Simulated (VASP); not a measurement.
# CoRu3 (P-6m2) in VASP: further runs

CoRu3 is run at these levels: PBE; tasks: single point, relaxation of cell and atoms.

Program: VASP 6.6.1. These are calculated values, not measurements. Logs are shortened: lines on timing, memory, paths and dates and some standing lists are left out, and cuts for length are marked.

### Step 1. The cell of the first run

The structure is hexagonal, space group P-6m2 (No. 187). The conventional cell has a = 2.619 Å, b = 2.619 Å, c = 8.512 Å, α = 90.00°, β = 90.00°, γ = 120.00°. Within 3.4 Å of Co (site symmetry -6m2) lie 6 Ru at 2.61 Å and 6 Co at 2.62 Å. Within 3.4 Å of Ru (site symmetry 3m) lie 3 Co at 2.61 Å and 9 Ru at 2.61 to 2.62 Å. Ru (site symmetry -6m2) has 12 Ru at 2.61 to 2.62 Å within 3.4 Å.

### Step 2. Single point, PBE, collinear spin, ferromagnetic start

INCAR

```
SYSTEM = CoRu3
PREC = Accurate ; ENCUT = 520
EDIFF = 1E-7 ; ISMEAR = 0
SIGMA = 0.1 ; LREAL = .False.
LASPH = .True. ; NELM = 150
ALGO = Normal ; ISIF = 2
LWAVE = .False. ; LCHARG = .False.
ISPIN = 2 ; MAGMOM = 3 0 0 0
LORBIT = 11 ; LMAXMIX = 4
GGA = PE ; NBANDS = 38
```

KPOINTS

```
Automatic mesh
0
Gamma
  6 6 2
  0 0 0
```

POSCAR

```
CoRu3
1.0
    2.6192702600      0.0000000000      0.0000000000
   -1.3096351300      2.2683545800      0.0000000000
    0.0000000000      0.0000000000      8.5121453800
Co Ru
1 3
Direct
    0.6666666700      0.3333333300      0.0000000000
    0.3333333300      0.6666666700      0.7500000000
    0.3333333300      0.6666666700      0.2500000000
    0.6666666700      0.3333333300      0.5000000000
```

Potentials or basis: VASP PAW PBE potentials, release 64 (Co, Ru_pv).

Started as:

```bash
> cat potpaw_PBE.64/Co/POTCAR potpaw_PBE.64/Ru_pv/POTCAR > POTCAR
> mpirun -np 1 vasp_std > vasp.out
```

OUTCAR:

```text
SYSTEM = CoRu3
   PREC = Accurate
   ENCUT = 520
   EDIFF = 1E-7
   ISMEAR = 0
   LREAL = .False.
   LASPH = .True.
   NELM = 150
   ISIF = 2
   ISPIN = 2
   LORBIT = 11
   GGA = PE

 ion  position               nearest neighbor table
   1  0.667  0.333  0.000-   2 2.61   3 2.61   2 2.61   3 2.61   2 2.61   3 2.61
   2  0.333  0.667  0.750-   1 2.61   4 2.61   1 2.61   4 2.61   1 2.61   4 2.61
   3  0.333  0.667  0.250-   1 2.61   4 2.61   1 2.61   4 2.61   1 2.61   4 2.61
   4  0.667  0.333  0.500-   2 2.61   3 2.61   2 2.61   3 2.61   2 2.61   3 2.61

  LATTYP: Found a hexagonal cell.
 ALAT       =     2.6192702600
 C/A-ratio  =     3.2498156109

  Lattice vectors:

 A1 = (   2.6192702600,   0.0000000000,   0.0000000000)
 A2 = (  -1.3096351300,   2.2683545800,   0.0000000000)
 A3 = (   0.0000000000,   0.0000000000,   8.5121453800)

Analysis of symmetry for initial positions (statically):
=====================================================================
 Subroutine PRICEL returns:
 Original cell was already a primitive cell.

 Routine SETGRP: Setting up the symmetry group for a
 hexagonal supercell.

 Subroutine GETGRP returns: Found 12 space group operations
 (whereof 12 operations were pure point group operations)
 out of a pool of 24 trial point group operations.

The static configuration has the point symmetry D_3h.

Analysis of symmetry for dynamics (positions and initial velocities):
=====================================================================
 Subroutine PRICEL returns:
 Original cell was already a primitive cell.

 Routine SETGRP: Setting up the symmetry group for a
 hexagonal supercell.

 Subroutine GETGRP returns: Found 12 space group operations
 (whereof 12 operations were pure point group operations)
 out of a pool of 24 trial point group operations.

The dynamic configuration has the point symmetry D_3h.

Analysis of structural, dynamic, and magnetic symmetry:
=====================================================================
 Subroutine PRICEL returns:
 Original cell was already a primitive cell.

 Routine SETGRP: Setting up the symmetry group for a
 hexagonal supercell.

 Subroutine GETGRP returns: Found 12 space group operations
 (whereof 12 operations were pure point group operations)
 out of a pool of 24 trial point group operations.

The overall configuration has the point symmetry D_3h.

 Subroutine INISYM returns: Found 12 space group operations
 (whereof 12 operations are pure point group operations),
 and found     1 'primitive' translations

----------------------------------------------------------------------------------------

                                     Primitive cell

  volume of cell :      50.5743

  direct lattice vectors                    reciprocal lattice vectors
     2.619270260  0.000000000  0.000000000     0.381785727  0.220424093  0.000000000
    -1.309635130  2.268354580  0.000000000     0.000000000  0.440848185  0.000000000
     0.000000000  0.000000000  8.512145380     0.000000000  0.000000000  0.117479197

  length of vectors
     2.619270260  2.619270256  8.512145380     0.440848185  0.440848185  0.117479197

  position of ions in fractional coordinates (direct lattice)
     0.666666670  0.333333330  0.000000000
     0.333333330  0.666666670  0.750000000
     0.333333330  0.666666670  0.250000000
     0.666666670  0.333333330  0.500000000

  ion indices of the primitive-cell ions
   primitive index   ion index
                 1           1
                 2           2
                 3           3
                 4           4

----------------------------------------------------------------------------------------

 KPOINTS: Automatic mesh

Automatic generation of k-mesh.
 Grid dimensions read from file:
 generate k-points for:    6    6    2

 Generating k-lattice:

  Cartesian coordinates                     Fractional coordinates (reciprocal lattice)
     0.063630954  0.036737349  0.000000000     0.166666667  0.000000000  0.000000000
     0.000000000  0.073474698  0.000000000     0.000000000  0.166666667  0.000000000
     0.000000000  0.000000000  0.058739598     0.000000000  0.000000000  0.500000000

  Length of vectors
     0.073474697  0.073474698  0.058739598

  Shift w.r.t. Gamma in fractional coordinates (k-lattice)
     0.000000000  0.000000000  0.000000000

 Subroutine IBZKPT returns following result:
 ===========================================

 Found     14 irreducible k-points:

 Following reciprocal coordinates:
            Coordinates               Weight
  0.000000  0.000000  0.000000      1.000000
  0.166667  0.000000  0.000000      6.000000
  0.333333  0.000000  0.000000      6.000000
  0.500000  0.000000  0.000000      3.000000
  0.166667  0.166667  0.000000      6.000000
  0.333333  0.166667  0.000000     12.000000
  0.333333  0.333333  0.000000      2.000000
  0.000000  0.000000  0.500000      1.000000
  0.166667  0.000000  0.500000      6.000000
[... 29 lines left out ...]
   ISIF   =      2    stress and relaxation
   ISYM   =      2    0-nonsym 1-usesym 2-fastsym
   POTIM  = 0.5000    time-step for ionic-motion
   TEBEG  =    0.0;   TEEND  =   0.0 temperature during run
   PSTRESS=    0.0 pullay stress
   NELECT =      51.0000    total number of electrons
   NUPDOWN=      -1.0000    fix difference up-down
   EMIN   =  10.00;   EMAX   =-10.00  energy-range for DOS
   EFERMI =   0.00;   METHOD = LEGACY
   ISMEAR =     0;   SIGMA  =   0.10  broadening in eV -4-tet -1-fermi 0-gaus
   EFERMI_NEDOS =   21; number of points for ismear=-14 and -15
   IALGO  =     38    algorithm
   IMIX   =      4    mixing-type and parameters
     AMIX     =   0.40;   BMIX     =  1.00
     AMIX_MAG =   1.60;   BMIX_MAG =  1.00
  volume/ion in A,a.u.               =      12.64        85.32
  Fermi-wavevector in a.u.,A,eV,Ry     =   1.641679  3.102323 36.669177  2.695109
  Thomas-Fermi vector in A             =   2.732109
   LORBIT       =     11    0 simple, 1 ext, 2 COOP (PROOUT), +10 PAW based schemes
   GGA     = PE    functional components
   LHFCALC =     F    Hartree Fock is set to
   AEXX    =    0.0000 exact exchange contribution
   IVDW    =     0    specifies the selected vdW correction
   LEPSILON=     F    determine dielectric tensor
   LRPA    =     F    only Hartree local field effects (RPA)
 spin polarized calculation
 Gauss-broadening in eV      SIGMA  =   0.10
  energy-cutoff  :      520.00
  volume of cell :       50.57
 maximum number of plane-waves:      1410
 NGX is ok and might be reduce to    20
   NGX =  9   NGY =  9   NGZ = 31

 number of electron      50.9999987 magnetization       0.0001147

 number of electron      50.9999987 magnetization      -0.0000985

 Free energy of the ion-electron system (eV)
  ---------------------------------------------------
  ext. energy  EPLUGINS =         0.00000000
  ---------------------------------------------------
  free energy    TOTEN  =       -34.06486327 eV

  energy without entropy =      -34.04298908  energy(sigma->0) =      -34.05392617

 E-fermi :  12.7887     XC(G=0): -14.0773

 val. band max:       12.7277189263   @ k =   0.3333   0.3333   0.5000
 cond. band min:      12.8275446501   @ k =   0.3333   0.3333   0.0000
 fundamental gap:      0.0998257238
 Fermi energy:        12.7887350596

 spin component 1

 k-point     1 :       0.0000    0.0000    0.0000
  band No.  band energies     occupation
      1     -31.0481      1.00000
      2     -30.5163      1.00000
      3     -30.0854      1.00000
      4     -30.0854      1.00000
      5     -30.0766      1.00000
      6     -30.0032      1.00000
[... 549 lines left out ...]
     36      22.9389      0.00000
     37      22.9564      0.00000
 Fermi energy:        12.7887350596

 spin component 2

 k-point     1 :       0.0000    0.0000    0.0000
  band No.  band energies     occupation
      1     -31.0480      1.00000
      2     -30.5162      1.00000
      3     -30.0853      1.00000
      4     -30.0853      1.00000
      5     -30.0766      1.00000
      6     -30.0031      1.00000
[... 549 lines left out ...]
     36      22.9390      0.00000
     37      22.9565      0.00000
 [bands above 37 left out]

------------------------ aborting loop because EDIFF is reached ----------------------------------------

  FORCE on cell =-STRESS in cart. coord.  units (eV):
  Direction    XX          YY          ZZ          XY          YZ          ZX
  --------------------------------------------------------------------------------------
  -------------------------------------------------------------------------------------
  Total        6.0167311      6.0167311     -0.2573627      0.0000000      0.0000000     -0.0000000
  in kB      190.6079004    190.6078997     -8.1531601      0.0000000      0.0000000     -0.0000000
  external PRESSURE =     124.3542133 kB  Pullay stress =       0.0000000 kB

 VOLUME and BASIS-vectors are now :
 -----------------------------------------------------------------------------
  energy-cutoff  :      520.00
  volume of cell :       50.57
      direct lattice vectors                 reciprocal lattice vectors
     2.619270260  0.000000000  0.000000000     0.381785727  0.220424093  0.000000000
    -1.309635130  2.268354580  0.000000000     0.000000000  0.440848185  0.000000000
     0.000000000  0.000000000  8.512145380     0.000000000  0.000000000  0.117479197

 POSITION                                       TOTAL-FORCE (eV/Angst)
 -----------------------------------------------------------------------------------
      1.30964      0.75612      0.00000        -0.000000      0.000000      0.000000
     -0.00000      1.51224      6.38411        -0.000000     -0.000000      0.683161
     -0.00000      1.51224      2.12804         0.000000     -0.000000     -0.683161
      1.30964      0.75612      4.25607         0.000000      0.000000      0.000000
 -----------------------------------------------------------------------------------
    total drift:                                0.000011     -0.000007      0.000000

  FREE ENERGIE OF THE ION-ELECTRON SYSTEM (eV)
  ---------------------------------------------------
  free  energy   TOTEN  =       -34.0648632707 eV

  energy  without entropy=      -34.0429890755  energy(sigma->0) =      -34.05392617

 total charge

# of ion       s       p       d       tot
------------------------------------------
    1        0.450   0.467   7.278   8.195
    2        0.426   6.331   5.986  12.743
    3        0.426   6.331   5.986  12.743
    4        0.435   6.359   6.032  12.825
--------------------------------------------------
tot          1.737  19.487  25.282  46.507

 magnetization (x)

# of ion       s       p       d       tot
------------------------------------------
    1        0.000   0.000  -0.000  -0.000
    2        0.000   0.000   0.000   0.000
    3        0.000   0.000   0.000   0.000
    4        0.000   0.000   0.000   0.000
--------------------------------------------------
tot          0.000   0.000   0.000   0.000
```

Wall time 1.7 min (1 thread of Intel Xeon Platinum 8488C (Sapphire Rapids), shared host); peak memory 0.2 GiB.

What came out:

```yaml
Free_energy: -34.0649 eV
Pressure: 12.4 GPa
Largest_force: 0.683 eV/Å
Net_moment: 0.00 μB per cell
Valence_electrons_inside_the_program's_atomic_spheres: Co 8.20; Ru 12.74, 12.82 (each value once)
```

Forces on the atoms (eV/Å):
```
Co   0.000  0.000  0.000
Ru   0.000  0.000  0.683
Ru   0.000  0.000 -0.683
Ru   0.000  0.000  0.000
```

Caveat: the k points lie up to 0.46 Å⁻¹ apart.

### Step 3. Single point, PBE, collinear spin, ferromagnetic start

This run uses another cell than the first one, of 13.20 Å³/atom.

INCAR

```
PREC     = Accurate       # precision mode
ENCUT    = 520            # plane-wave cutoff, eV
EDIFF    = 1E-6           # SCF threshold, eV
ISMEAR   = 0              # smearing method
SIGMA    = 0.1            # smearing width, eV
LREAL    = False          # projectors in reciprocal space
LASPH    = True           # aspherical terms in the spheres
NELM     = 150            # most SCF steps
ALGO     = Normal         # electronic algorithm
ISIF     = 2              # what is computed and relaxed
LWAVE    = False          # write WAVECAR
LCHARG   = False          # write CHGCAR
ISPIN    = 2              # spin polarisation
MAGMOM   = 3 0 0 0        # initial moments
LORBIT   = 11             # projections on sites
LMAXMIX  = 4              # l up to which the mixer works
GGA      = PE             # functional
NBANDS   = 38             # bands
```

KPOINTS

```
regular mesh
0
Gamma
  6 6 2
```

POSCAR

```
CoRu3
1.0
    2.6951195495      0.0000000000      0.0000000000
   -1.3475597747      2.3340419961      0.0000000000
    0.0000000000      0.0000000000      8.3943044442
Co Ru
1 3
Direct
    0.6666666667      0.3333333333      0.0000000000
    0.3333333333      0.6666666667      0.7542540660
    0.3333333333      0.6666666667      0.2457459340
    0.6666666667      0.3333333333      0.5000000000
```

Potentials or basis: VASP PAW PBE potentials, release 64 (Co, Ru_pv).

Started as:

```bash
> cat potpaw_PBE.64/Co/POTCAR potpaw_PBE.64/Ru_pv/POTCAR > POTCAR
> mpirun -np 1 vasp_std > vasp.out
```

It took 63 s on 1 thread of Intel Xeon Platinum 8488C (Sapphire Rapids), shared host; peak memory 0.2 GiB.

Results (log left out):

- Free energy: -34.3869 eV
- Pressure: -0.2 GPa
- Largest force: 0.011 eV/Å
- Net moment: 1.63 μB per cell
- Site moments: Co +1.57; Ru +0.06, -0.03 (each value once) μB
- Valence electrons inside the program's atomic spheres: Co 8.14; Ru 12.65, 12.69 (each value once)

Forces on the atoms (eV/Å):
```
Co   0.000  0.000  0.000
Ru   0.000  0.000  0.011
Ru   0.000  0.000 -0.011
Ru   0.000  0.000  0.000
```

Stress tensor (GPa, compression positive):
```
-0.13  0.00  0.00
 0.00 -0.13  0.00
 0.00  0.00 -0.26
```

Levels at points of the mesh, in eV from the Fermi level:
Spin up:
```
           k point  band 24  band 25  band 26  band 27  band 28  band 29
(0.00, 0.00, 0.00)    -2.15    -1.92    -1.92    -0.50    -0.50     0.32
(0.50, 0.00, 0.00)    -0.60     0.20     1.20     1.37     1.58     1.67
(0.00, 0.00, 0.50)    -1.55    -1.55    -0.93    -0.83    -0.83    -0.80
(0.50, 0.00, 0.50)    -0.20     0.19     0.75     1.39     1.39     1.58
```
Spin down:
```
           k point  band 21  band 22  band 23  band 24  band 25  band 26  band 27  band 28
(0.00, 0.00, 0.00)    -2.32    -1.29    -1.29    -1.25    -1.10    -1.10     0.21     0.21
(0.50, 0.00, 0.00)    -1.05    -0.85     0.10     0.36     0.62     1.38     1.49     1.63
(0.00, 0.00, 0.50)    -1.55    -1.32    -1.32    -0.83    -0.62    -0.57    -0.57    -0.55
(0.50, 0.00, 0.50)    -0.99     0.32     0.45     0.51     0.55     0.85     1.41     1.63
```

Caveat: the k points lie up to 0.45 Å⁻¹ apart.

### Step 4. Relaxation of cell and atoms, PBE, collinear spin, ferromagnetic start

INCAR

```
SYSTEM = CoRu3
ALGO     = Fast           ! electronic algorithm
EDIFF    = 1E-6           ! SCF threshold, eV
EDIFFG   = -0.04          ! ionic threshold
ENCUT    = 600            ! plane-wave cutoff, eV
GGA      = PE             ! functional
IBRION   = 2              ! ionic algorithm
ISIF     = 3              ! what is computed and relaxed
ISMEAR   = 0              ! smearing method
ISPIN    = 2              ! spin polarisation
LASPH    = .TRUE.         ! aspherical terms in the spheres
LCHARG   = .FALSE.        ! write CHGCAR
LMAXMIX  = 4              ! l up to which the mixer works
LORBIT   = 11             ! projections on sites
LREAL    = .FALSE.        ! projectors in reciprocal space
LWAVE    = .FALSE.        ! write WAVECAR
MAGMOM   = 3 0 0 0        ! initial moments
NELM     = 150            ! most SCF steps
NSW      = 90             ! ionic steps
PREC     = Accurate       ! precision mode
SIGMA    = 0.1            ! smearing width, eV
```

KPOINTS

```
k-points
0
G
  6 6 2
  0 0 0
```

POSCAR

```
CoRu3
1.0
    2.6192702600      0.0000000000      0.0000000000
   -1.3096351300      2.2683545800      0.0000000000
    0.0000000000      0.0000000000      8.5121453800
Co Ru
1 3
Direct
    0.6666666700      0.3333333300      0.0000000000
    0.3333333300      0.6666666700      0.7500000000
    0.3333333300      0.6666666700      0.2500000000
    0.6666666700      0.3333333300      0.5000000000
```

Started as:

```bash
> cat potpaw_PBE.64/Co/POTCAR potpaw_PBE.64/Ru_pv/POTCAR > POTCAR
> mpirun -np 1 vasp_std > vasp.out
```

It took 8.8 min on 1 thread of Intel Xeon Platinum 8488C (Sapphire Rapids), shared host; peak memory 0.26 GiB.

The run converged. Its results:

* Free energy: -34.2535 eV
* Relaxed volume: 13.06 Å³/atom
* Relaxed cell: a = 2.691 Å, b = 2.691 Å, c = 8.332 Å, α = 90.00°, β = 90.00°, γ = 120.00°
* Space group after relaxing (to 0.1 Å): P-6m2 (No. 187)
* Energy gained by relaxing: 50.2 meV/atom
* Ionic steps: 10
* Pressure after relaxing: 0.1 GPa
* Net moment: 0.00 μB per cell
* Valence electrons inside the program's atomic spheres: Co 8.21; Ru 12.66, 12.70 (each value once)

Forces in eV/Å, atoms in the order of the input:
```
Co   0.000  0.000  0.000
Ru   0.000  0.000  0.002
Ru   0.000  0.000 -0.002
Ru   0.000  0.000  0.000
```

Stress tensor (GPa, compression positive):
```
0.04 0.00 0.00
0.00 0.04 0.00
0.00 0.00 0.34
```

Step by step:
```csv
step,energy change (eV),largest force (eV/Å),pressure (GPa),volume (Å³)
1,0.0000,0.6720,12.50,50.57
2,0.2917,0.0517,-23.01,58.04
3,-0.1565,0.3696,-3.59,53.14
4,-0.1584,0.3718,-3.36,53.06
5,-0.1848,0.3767,2.13,52.05
6,-0.1908,0.3823,0.30,52.36
7,-0.1997,0.1082,-0.25,52.36
8,-0.2005,0.0036,-0.47,52.36
9,-0.2001,0.0025,1.06,52.10
10,-0.2007,0.0025,0.14,52.26
```

Final structure:
```
Co Ru
1.0
     2.69113    0.00000    0.00000
    -1.34556    2.33058    0.00000
     0.00000    0.00000    8.33199
Co Ru
1 3
Direct
  0.66667 0.33333 0.00000
  0.33333 0.66667 0.75596
  0.33333 0.66667 0.24404
  0.66667 0.33333 0.50000
```

Levels at points of the mesh, in eV from the Fermi level:
Spin up:
```csv
k point,band 21,band 22,band 23,band 24,band 25,band 26,band 27,band 28,band 29,band 30
"(0.00, 0.00, 0.00)",-2.42,-1.77,-1.55,-1.55,-1.50,-1.50,-0.08,-0.08,0.44,0.44
"(0.50, 0.00, 0.00)",-1.20,-1.17,-0.17,0.01,0.29,1.39,1.39,1.58,1.69,2.23
"(0.00, 0.00, 0.50)",-1.94,-1.71,-1.71,-0.94,-0.94,-0.77,-0.70,-0.70,-0.65,0.59
"(0.50, 0.00, 0.50)",-1.40,-0.04,0.14,0.18,0.44,0.78,1.42,1.58,1.69,1.72
```
Spin down:
| k point | band 21 | band 22 | band 23 | band 24 | band 25 | band 26 | band 27 | band 28 | band 29 | band 30 |
| --- | --- | --- | --- | --- | --- | --- | --- | --- | --- | --- |
| (0.00, 0.00, 0.00) | -2.42 | -1.77 | -1.55 | -1.55 | -1.50 | -1.50 | -0.08 | -0.08 | 0.44 | 0.44 |
| (0.50, 0.00, 0.00) | -1.20 | -1.17 | -0.17 | 0.01 | 0.29 | 1.39 | 1.39 | 1.58 | 1.69 | 2.23 |
| (0.00, 0.00, 0.50) | -1.94 | -1.71 | -1.71 | -0.94 | -0.94 | -0.77 | -0.70 | -0.70 | -0.65 | 0.59 |
| (0.50, 0.00, 0.50) | -1.40 | -0.04 | 0.15 | 0.18 | 0.44 | 0.78 | 1.42 | 1.58 | 1.69 | 1.72 |

Caveat: the k points lie up to 0.45 Å⁻¹ apart in the final cell.
